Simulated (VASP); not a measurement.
# NbAs in VASP: a series of runs

The runs below take NbAs through single point, with PBE, PBEsol.

Program: VASP 6.6.1. These are calculated values, not measurements. Logs are shortened: lines on timing, memory, paths and dates and some standing lists are left out, and cuts for length are marked.

**1. The cell of the first run**

The typed cell holds 4 atoms: a = 6.330 Å, b = 6.330 Å, c = 6.330 Å, α = 148.35°, β = 148.35°, γ = 45.36°.

**2. Single point, PBE**

Input file INCAR:

```
SYSTEM = NbAs
PREC     = Accurate       ! precision mode
ENCUT    = 520            ! plane-wave cutoff, eV
EDIFF    = 1E-6           ! SCF threshold, eV
ISMEAR   = 0              ! smearing method
SIGMA    = 0.05           ! smearing width, eV
LREAL    = .FALSE.        ! projectors in reciprocal space
LASPH    = .TRUE.         ! aspherical terms in the spheres
NELM     = 60             ! most SCF steps
ALGO     = Normal         ! electronic algorithm
ISIF     = 2              ! what is computed and relaxed
LWAVE    = .FALSE.        ! write WAVECAR
LCHARG   = .TRUE.         ! write CHGCAR
GGA      = PE             ! functional
LELF     = .TRUE.         ! ELF
LVHAR    = .TRUE.       
NBANDS   = 26             ! bands
```

Input file KPOINTS:

```
regular mesh
0
G
  6 6 8
  0 0 0
```

Input file POSCAR:

```
NbAs
1.0
   -1.7258500000      1.7258500000      5.8400000000
    1.7258500000     -1.7258500000      5.8400000000
    1.7258500000      1.7258500000     -5.8400000000
Nb As
2 2
Direct
    0.5064570000     -0.0011570000      0.5128730000
    0.7511050000      0.7596630000      0.0070210000
    0.8934080000      0.4210190000      0.4965690000
    0.1596040000      0.1701210000      0.0020040000
```

Potentials or basis: VASP PAW PBE potentials, release 64 (Nb_sv, As).

Run with:

```
cat potpaw_PBE.64/Nb_sv/POTCAR potpaw_PBE.64/As/POTCAR > POTCAR
mpirun -np 1 vasp_std > vasp.out
```

OUTCAR:

```text
SYSTEM = NbAs
   PREC = Accurate
   ENCUT = 520
   EDIFF = 1E-6
   ISMEAR = 0
   LREAL = .FALSE.
   LASPH = .TRUE.
   NELM = 60
   ISIF = 2
   GGA = PE

 ion  position               nearest neighbor table
   1  0.506  0.999  0.513-   3 2.57   4 2.58   3 2.61   4 2.64   3 2.68   3 2.72
   2  0.751  0.760  0.007-   3 2.51   3 2.53   4 2.64   4 2.64   4 2.65   4 2.66
   3  0.893  0.421  0.497-   2 2.51   2 2.53   1 2.57   1 2.61   1 2.68   1 2.72
   4  0.160  0.170  0.002-   1 2.58   2 2.64   1 2.64   2 2.64   2 2.65   2 2.66

  LATTYP: Found a body centered tetragonal cell.
 ALAT       =     3.4517000000
 C/A-ratio  =     3.3838398470

  Lattice vectors:

 A1 = (  -1.7258500000,   1.7258500000,   5.8400000000)
 A2 = (   1.7258500000,  -1.7258500000,   5.8400000000)
 A3 = (   1.7258500000,   1.7258500000,  -5.8400000000)

Analysis of symmetry for initial positions (statically):
=====================================================================
 Subroutine PRICEL returns:
 Original cell was already a primitive cell.

 Routine SETGRP: Setting up the symmetry group for a
 body centered tetragonal supercell.

 Subroutine GETGRP returns: Found  1 space group operations
 (whereof  1 operations were pure point group operations)
 out of a pool of 16 trial point group operations.

The static configuration has the point symmetry C_1 .

Analysis of symmetry for dynamics (positions and initial velocities):
=====================================================================
 Subroutine PRICEL returns:
 Original cell was already a primitive cell.

 Routine SETGRP: Setting up the symmetry group for a
 body centered tetragonal supercell.

 Subroutine GETGRP returns: Found  1 space group operations
 (whereof  1 operations were pure point group operations)
 out of a pool of 16 trial point group operations.

The dynamic configuration has the point symmetry C_1 .

 Subroutine INISYM returns: Found  1 space group operations
 (whereof  1 operations are pure point group operations),
 and found     1 'primitive' translations

----------------------------------------------------------------------------------------

                                     Primitive cell

  volume of cell :      69.5791

  direct lattice vectors                    reciprocal lattice vectors
    -1.725850000  1.725850000  5.840000000     0.000000000  0.289712316  0.085616438
     1.725850000 -1.725850000  5.840000000     0.289712316  0.000000000  0.085616438
     1.725850000  1.725850000 -5.840000000     0.289712316  0.289712316  0.000000000

  length of vectors
     6.329511549  6.329511549  6.329511549     0.302098329  0.302098329  0.409715086

  position of ions in fractional coordinates (direct lattice)
     0.506457000  0.998843000  0.512873000
     0.751105000  0.759663000  0.007021000
     0.893408000  0.421019000  0.496569000
     0.159604000  0.170121000  0.002004000

  ion indices of the primitive-cell ions
   primitive index   ion index
                 1           1
                 2           2
                 3           3
                 4           4

----------------------------------------------------------------------------------------

 KPOINTS: regular mesh

Automatic generation of k-mesh.
 Grid dimensions read from file:
 generate k-points for:    6    6    8

 Generating k-lattice:

  Cartesian coordinates                     Fractional coordinates (reciprocal lattice)
     0.000000000  0.048285386  0.014269406     0.166666667 -0.000000000  0.000000000
     0.048285386  0.000000000  0.014269406    -0.000000000  0.166666667  0.000000000
     0.036214039  0.036214039  0.000000000     0.000000000  0.000000000  0.125000000

  Length of vectors
     0.050349721  0.050349721  0.051214386

  Shift w.r.t. Gamma in fractional coordinates (k-lattice)
     0.000000000  0.000000000  0.000000000

 -----------------------------------------------------------------------------
|                                                                             |
|           W    W    AA    RRRRR   N    N  II  N    N   GGGG   !!!           |
|           W    W   A  A   R    R  NN   N  II  NN   N  G    G  !!!           |
|           W    W  A    A  R    R  N N  N  II  N N  N  G       !!!           |
|           W WW W  AAAAAA  RRRRR   N  N N  II  N  N N  G  GGG   !            |
|           WW  WW  A    A  R   R   N   NN  II  N   NN  G    G                |
|           W    W  A    A  R    R  N    N  II  N    N   GGGG   !!!           |
|                                                                             |
|     Your reciprocal lattice and k-lattice belong to different lattice       |
|     classes:                                                                |
|                                                                             |
|        The reciprocal lattice is body-centered tetragonal,                  |
|        whereas your k-lattice is base-centered monoclinic.                  |
|                                                                             |
|     Results are often still useful ...                                      |
|                                                                             |
 -----------------------------------------------------------------------------

 WARNING: IBZKPT: internal override: KBLOWUP is changed to .FALSE.
      ... skipping the blow-up phase ...

 Subroutine IBZKPT returns following result:
 ===========================================

 Found    148 irreducible k-points:

 Following reciprocal coordinates:
            Coordinates               Weight
  0.000000  0.000000  0.000000      1.000000
  0.166667 -0.000000  0.000000      2.000000
  0.333333 -0.000000  0.000000      2.000000
  0.500000 -0.000000  0.000000      1.000000
 -0.000000  0.166667  0.000000      2.000000
  0.166667  0.166667  0.000000      2.000000
[... 16 lines left out ...]
  0.333333 -0.000000  0.125000      2.000000
  0.500000 -0.000000  0.125000      2.000000
 [... further k-points ...]
   k-points           NKPTS =    148   k-points in BZ     NKDIM =    148   number of bands    NBANDS=     26
   number of dos      NEDOS =    301   number of ions     NIONS =      4
   total plane-waves  NPLWV = 110592
   dimension x,y,z NGX =    48 NGY =   48 NGZ =   48
   dimension x,y,z NGXF=    96 NGYF=   96 NGZF=   96
   ions per type =               2   2
   NGX,Y,Z   is equivalent  to a cutoff of  12.61, 12.61, 12.61 a.u.
   NGXF,Y,Z  is equivalent  to a cutoff of  25.21, 25.21, 25.21 a.u.
 SYSTEM =  NbAs
   PREC   = accura    normal or accurate (medium, high low for compatibility)
   ISTART =      0    job   : 0-new  1-cont  2-samecut
   ICHARG =      2    charge: 1-file 2-atom 10-const
   ISPIN  =      1    spin polarized calculation?
   LNONCOLLINEAR =      F non collinear calculations
   LSORBIT =      F    spin-orbit coupling
   LASPH  =      T    aspherical Exc in radial PAW
   ENCUT  =  520.0 eV  38.22 Ry    6.18 a.u.  11.77 11.77 11.77*2*pi/ulx,y,z
   NELM   =     60;   NELMIN=  2; NELMDL= -5     # of ELM steps
   EDIFF  = 0.1E-05   stopping-criterion for ELM
   LREAL  =      F    real-space projection
   EDIFFG = 0.1E-04   stopping-criterion for IOM
   NSW    =      0    number of steps for IOM
   IBRION =     -1    ionic relax: 0-MD 1-quasi-New 2-CG
   NFREE  =      0    steps in history (QN), initial steepest desc. (CG)
   ISIF   =      2    stress and relaxation
   ISYM   =      2    0-nonsym 1-usesym 2-fastsym
   POTIM  = 0.5000    time-step for ionic-motion
   TEBEG  =    0.0;   TEEND  =   0.0 temperature during run
   PSTRESS=    0.0 pullay stress
   NELECT =      36.0000    total number of electrons
   NUPDOWN=      -1.0000    fix difference up-down
   EMIN   =  10.00;   EMAX   =-10.00  energy-range for DOS
   EFERMI =   0.00;   METHOD = LEGACY
   ISMEAR =     0;   SIGMA  =   0.05  broadening in eV -4-tet -1-fermi 0-gaus
   EFERMI_NEDOS =   21; number of points for ismear=-14 and -15
   IALGO  =     38    algorithm
   IMIX   =      4    mixing-type and parameters
     AMIX     =   0.40;   BMIX     =  1.00
     AMIX_MAG =   1.60;   BMIX_MAG =  1.00
  volume/ion in A,a.u.               =      17.39       117.39
  Fermi-wavevector in a.u.,A,eV,Ry     =   1.314264  2.483599 23.501213  1.727290
  Thomas-Fermi vector in A             =   2.444529
   LORBIT       =      0    0 simple, 1 ext, 2 COOP (PROOUT), +10 PAW based schemes
   GGA     = PE    functional components
   LHFCALC =     F    Hartree Fock is set to
   AEXX    =    0.0000 exact exchange contribution
   IVDW    =     0    specifies the selected vdW correction
   LEPSILON=     F    determine dielectric tensor
   LRPA    =     F    only Hartree local field effects (RPA)
 non-spin polarized calculation
 Gauss-broadening in eV      SIGMA  =   0.05
  energy-cutoff  :      520.00
  volume of cell :       69.58
 maximum number of plane-waves:      1894
   NGX = 23   NGY = 23   NGZ = 23

 number of electron      36.0000001 magnetization

 Free energy of the ion-electron system (eV)
  ---------------------------------------------------
  ext. energy  EPLUGINS =         0.00000000
  ---------------------------------------------------
  free energy    TOTEN  =       -32.38302233 eV

  energy without entropy =      -32.38269260  energy(sigma->0) =      -32.38285746

 E-fermi :   9.6682     XC(G=0): -11.8453

 val. band max:        9.6550570434   @ k =  -0.0000   0.5000   0.0000
 cond. band min:       9.6702274703   @ k =   0.5000  -0.0000   0.0000
 fundamental gap:      0.0151704269
 Fermi energy:         9.6682181032

 k-point     1 :       0.0000    0.0000    0.0000
  band No.  band energies     occupation
      1     -45.4976      2.00000
      2     -45.4373      2.00000
      3     -21.7172      2.00000
      4     -21.6147      2.00000
      5     -21.5847      2.00000
      6     -21.4516      2.00000
[... 18 lines left out ...]
     25      13.7549      0.00000
     26      13.8259      0.00000

 k-point     2 :       0.1667   -0.0000    0.0000
  band No.  band energies     occupation
      1     -45.4938      2.00000
      2     -45.4353      2.00000
      3     -21.7091      2.00000
      4     -21.6545      2.00000
      5     -21.5800      2.00000
      6     -21.4513      2.00000
[... 18 lines left out ...]
     25      13.8438      0.00000
     26      14.7476      0.00000

 k-point     3 :       0.3333   -0.0000    0.0000
  band No.  band energies     occupation
      1     -45.4862      2.00000
      2     -45.4312      2.00000
      3     -21.7860      2.00000
      4     -21.6406      2.00000
      5     -21.5706      2.00000
      6     -21.5301      2.00000
[... 18 lines left out ...]
     25      13.8684      0.00000
     26      15.8598      0.00000

 k-point     4 :       0.5000   -0.0000    0.0000
  band No.  band energies     occupation
      1     -45.4823      2.00000
      2     -45.4293      2.00000
      3     -21.8360      2.00000
      4     -21.6378      2.00000
      5     -21.5659      2.00000
      6     -21.5428      2.00000
[... 18 lines left out ...]
     25      14.4288      0.00000
     26      15.7970      0.00000
[... 496 lines left out ...]
      1     -45.4865      2.00000
      2     -45.4303      2.00000
      3     -21.7573      2.00000
      4     -21.6478      2.00000
      5     -21.6010      2.00000
      6     -21.5128      2.00000
[... 18 lines left out ...]
     25      14.0197      0.00000
     26      15.3626      0.00000

 k-point    23 :       0.3333   -0.0000    0.1250
  band No.  band energies     occupation
      1     -45.4809      2.00000
      2     -45.4276      2.00000
      3     -21.8271      2.00000
      4     -21.6329      2.00000
      5     -21.5945      2.00000
      6     -21.5417      2.00000
[... 18 lines left out ...]
     25      13.8717      0.00000
     26      15.6761      0.00000

 k-point    24 :       0.5000   -0.0000    0.1250
  band No.  band energies     occupation
      1     -45.4826      2.00000
      2     -45.4289      2.00000
      3     -21.8019      2.00000
      4     -21.6291      2.00000
      5     -21.5958      2.00000
      6     -21.5311      2.00000
[... 18 lines left out ...]
     25      14.0474      0.00000
     26      15.2613      0.00000

 [... further k-points ...]

------------------------ aborting loop because EDIFF is reached ----------------------------------------

  FORCE on cell =-STRESS in cart. coord.  units (eV):
  Direction    XX          YY          ZZ          XY          YZ          ZX
  --------------------------------------------------------------------------------------
  -------------------------------------------------------------------------------------
  Total        2.2062478      0.7170433      2.5462737     -0.1156505     -0.2425506      0.0899299
  in kB       50.8026010     16.5111389     58.6322724     -2.6630496     -5.5851388      2.0707890
  external PRESSURE =      41.9820041 kB  Pullay stress =       0.0000000 kB

 VOLUME and BASIS-vectors are now :
 -----------------------------------------------------------------------------
  energy-cutoff  :      520.00
  volume of cell :       69.58
      direct lattice vectors                 reciprocal lattice vectors
    -1.725850000  1.725850000  5.840000000     0.000000000  0.289712316  0.085616438
     1.725850000 -1.725850000  5.840000000     0.289712316  0.000000000  0.085616438
     1.725850000  1.725850000 -5.840000000     0.289712316  0.289712316  0.000000000

 POSITION                                       TOTAL-FORCE (eV/Angst)
 -----------------------------------------------------------------------------------
      1.73493      0.03536      5.79577         0.296127     -0.958663     -0.075104
      0.02689     -0.00265      8.78188         0.017526     -0.011241     -1.546309
      0.04173      1.67228      4.77629        -0.364970      0.661216      1.360121
      0.02161     -0.01469      1.91389         0.051317      0.308687      0.261291
 -----------------------------------------------------------------------------------
    total drift:                                0.000011      0.000091      0.000020

  FREE ENERGIE OF THE ION-ELECTRON SYSTEM (eV)
  ---------------------------------------------------
  free  energy   TOTEN  =       -32.3830223281 eV

  energy  without entropy=      -32.3826925995  energy(sigma->0) =      -32.38285746
```

Wall time 11 min (1 thread of AMD EPYC 7R13 (Zen 3), shared host); peak memory 0.45 GiB.

Results:

```
Free energy            : -32.3830 eV
Pressure               : 4.2 GPa
Largest force          : 1.556 eV/Å
Band gap on the k mesh : zero (bands 18 and 19 overlap by 0.10 eV)
```

Forces on the atoms (eV/Å):
```
Nb   0.296 -0.959 -0.075
Nb   0.018 -0.011 -1.546
As  -0.365  0.661  1.360
As   0.051  0.309  0.261
```

Levels at points of the mesh, in eV from the Fermi level:
| k point | band 15 | band 16 | band 17 | band 18 | band 19 | band 20 | band 21 | band 22 |
| --- | --- | --- | --- | --- | --- | --- | --- | --- |
| (0.00, 0.00, 0.00) | -2.04 | -1.74 | -1.39 | -1.34 | 0.73 | 1.31 | 2.27 | 2.99 |
| (0.50, 0.00, 0.00) | -2.19 | -2.11 | -1.52 | 0.00 | 0.13 | 0.93 | 2.15 | 2.40 |
| (0.00, 0.50, 0.00) | -2.10 | -1.97 | -1.41 | -0.16 | -0.01 | 1.15 | 2.00 | 2.16 |
| (0.50, 0.50, 0.00) | -2.93 | -2.73 | -0.72 | -0.51 | 2.32 | 2.40 | 2.65 | 2.74 |
| (0.00, 0.00, 0.50) | -2.93 | -2.73 | -0.73 | -0.50 | 2.32 | 2.40 | 2.66 | 2.72 |
| (0.50, 0.00, 0.50) | -2.03 | -1.93 | -1.39 | -0.21 | -0.04 | 1.18 | 2.02 | 2.14 |
| (0.00, 0.50, 0.50) | -2.24 | -2.14 | -1.49 | 0.06 | 0.20 | 1.11 | 2.14 | 2.44 |
| (0.50, 0.50, 0.50) | -2.57 | -2.53 | -0.53 | -0.47 | 0.98 | 1.07 | 1.79 | 1.89 |

Caveat: the cell stands under pressure; forces of over 1 eV/Å act on the atoms, so gaps and moduli don't describe the material at rest.

**3. Single point, PBEsol**

INCAR: that of step 2 with these lines changed.

```diff
@@ -5,3 +5,3 @@
 ISMEAR   = 0              ! smearing method
-SIGMA    = 0.05           ! smearing width, eV
+SIGMA    = 0.1            ! smearing width, eV
 LREAL    = .FALSE.        ! projectors in reciprocal space
@@ -13,3 +13,3 @@
 LCHARG   = .TRUE.         ! write CHGCAR
-GGA      = PE             ! functional
+GGA      = PS             ! functional
 LELF     = .TRUE.         ! ELF
```

Input file KPOINTS:

```
regular mesh
0
G
  12 12 12
  0 0 0
```

Input file POSCAR:

```
NbAs
1.0
   -1.7258500000      1.7258500000      5.8400000000
    1.7258500000     -1.7258500000      5.8400000000
    1.7258500000      1.7258500000     -5.8400000000
Nb As
2 2
Direct
    0.5000000000      0.0000000000      0.5000000000
    0.7500000000      0.7500000000      0.0000000000
    0.9160000000      0.4160000000      0.5000000000
    0.1660000000      0.1660000000      0.0000000000
```

Potentials or basis: VASP PAW PBE potentials, release 64 (Nb_sv, As).

Run with:

```
cat potpaw_PBE.64/Nb_sv/POTCAR potpaw_PBE.64/As/POTCAR > POTCAR
mpirun -np 1 vasp_std > vasp.out
```

It took 11 min on 1 thread of AMD EPYC 7R13 (Zen 3), shared host; peak memory 0.47 GiB.

The run converged. Its results:

```
Free energy            : -35.1097 eV
Pressure               : -2.2 GPa
Largest force          : 0.288 eV/Å
Band gap on the k mesh : zero (bands 18 and 19 overlap by 0.01 eV)
```

Forces on the atoms (eV/Å):
```
Nb   0.000  0.000 -0.288
Nb   0.000  0.000 -0.288
As   0.000  0.000  0.288
As   0.000  0.000  0.288
```

Stress tensor (GPa, compression positive):
```
-2.53  0.00  0.00
 0.00 -2.53  0.00
 0.00  0.00 -1.55
```

Levels at points of the mesh, in eV from the Fermi level:
```tsv
k point	band 15	band 16	band 17	band 18	band 19	band 20	band 21	band 22
(0.00, 0.00, 0.00)	-2.05	-1.69	-1.38	-1.38	0.72	1.30	2.41	3.02
(0.50, 0.00, 0.00)	-2.20	-1.89	-1.42	-0.06	0.05	1.16	2.13	2.28
(0.50, 0.50, 0.00)	-2.81	-2.81	-0.61	-0.61	2.41	2.41	2.70	2.70
(0.50, 0.50, 0.50)	-2.54	-2.54	-0.51	-0.51	1.00	1.00	1.92	1.92
```

Caveat: the PAW data sets were made with another functional, which shifts forces and pressure a little.

(Part 1 of 2 ends here.)

The gap in the log of VASP goes by the Fermi energy; the results here count the filled bands.